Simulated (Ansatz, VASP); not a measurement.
# MgH2 in VASP and in Ansatz

```
Mg H
1.0
     0.00000    2.36496    2.36496
     2.36496    0.00000    2.36496
     2.36496    2.36496    0.00000
Mg H
1 2
Direct
  0.00000 0.00000 0.00000
  0.25000 0.25000 0.25000
  0.75000 0.75000 0.75000
```

Alike in both runs: task single point; functional PBE; k mesh 10 × 10 × 10; occupations fermi-dirac, width 0.02 eV; no spin polarisation.

|  | VASP | Ansatz |
| --- | --- | --- |
| version | VASP 6.6.1 | Ansatz 0.2.0 |
| potentials or method | VASP PAW PBE potentials, release 64 (Mg, H) | plane waves, PAW |
| plane-wave cutoff (eV) | 520 | 420 |
| valence electrons in the cell | 4 | 12 |

```csv
,VASP,Ansatz,Ansatz less VASP
pressure (GPa),0.7,1.1,+0.40
```

VASP's potentials hold 4 valence electrons a cell and Ansatz's 12, so a difference there can come from the potentials and not from the codes.
